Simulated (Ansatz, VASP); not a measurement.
**Mo3Ru: VASP beside Ansatz**

File INCAR:

```
PREC     = Accurate       # precision mode
ENCUT    = 600            # plane-wave cutoff, eV
EDIFF    = 1E-7           # SCF threshold, eV
ISMEAR   = 0              # smearing method
SIGMA    = 0.1            # smearing width, eV
LREAL    = F              # projectors in reciprocal space
LASPH    = T              # aspherical terms in the spheres
NELM     = 80             # most SCF steps
ALGO     = Fast           # electronic algorithm
ISIF     = 3              # what is computed and relaxed
LWAVE    = F              # write WAVECAR
LCHARG   = F              # write CHGCAR
GGA      = PE             # functional
IBRION   = 2              # ionic algorithm
NSW      = 90             # ionic steps
EDIFFG   = -0.04          # ionic threshold
```

File KPOINTS:

```
regular mesh
0
Gamma
  6 6 4
```

The input POSCAR:

```
Mo3Ru
1.0
    3.2371139500      0.0000000000      0.0000000000
   -1.6185569700      2.8034229100      0.0000000000
    0.0000000000      0.0000000000      7.4205013400
Mo Ru
3 1
Direct
    0.3333333300      0.6666666700      0.7500000000
    0.3333333300      0.6666666700      0.2500000000
    0.6666666700      0.3333333300      0.0000000000
    0.6666666700      0.3333333300      0.5000000000
```

Input for Ansatz:

```yaml
crystal:
  lattice:
    - [3.23711395, 0.0, 0.0]
    - [-1.61855697, 2.80342291, 0.0]
    - [0.0, 0.0, 7.42050134]
  atoms:
    - { symbol: Mo, position: [0.33333333, 0.66666667, 0.75] }
    - { symbol: Mo, position: [0.33333333, 0.66666667, 0.25] }
    - { symbol: Mo, position: [0.66666667, 0.33333333, 0.0] }
    - { symbol: Ru, position: [0.66666667, 0.33333333, 0.5] }
basis:
  ecutwfc: 420
kpoints:
  mp_grid: { grid: [6, 6, 4] }
hamiltonian:
  xc: pbe
scf:
  occupations: { method: gaussian, width: 0.1 }
  lower_state_search: "off"
output:
  forces: true
  stress: true
  eigenvalues: true
relax:
  adjacent_minimum: "off"
  f_tol: 0.04
  max_steps: 70
  cell: { stress_tol: 0.4 }
```

Alike in both runs: task relaxation of cell and atoms; functional PBE; k mesh 6 × 6 × 4; occupations gaussian, width 0.1 eV; no spin polarisation.

|  | VASP | Ansatz |
| --- | --- | --- |
| version | VASP 6.6.1 | Ansatz 0.2.0 |
| potentials or method | VASP PAW PBE potentials, release 64 (Mo_sv, Ru_pv), cutoff 600 eV | scalar-relativistic, plane waves, PAW |
| valence electrons in the cell | 56 | 58 |

Ansatz gave:

```
gap on the k mesh at the Fermi level, each at its own relaxed structure (eV) : none
relaxed volume (Å³/atom)                                                     : 15.44
relaxed length of the cell vector where the two differ most in proportion (Å)              : 9.318
```

Problem. Which values does VASP return?

Solution. gap on the k mesh at the Fermi level, each at its own relaxed structure (eV): none; relaxed volume (Å³/atom): 15.45; relaxed length of the cell vector where the two differ most in proportion (Å): 9.293.

A gap of «none» marks a metal or a gap that the smearing closes. VASP's potentials hold 56 valence electrons a cell and Ansatz's 58, so a difference there can come from the potentials and not from the codes.

The k mesh is coarse, so the values compare programs but aren't converged.
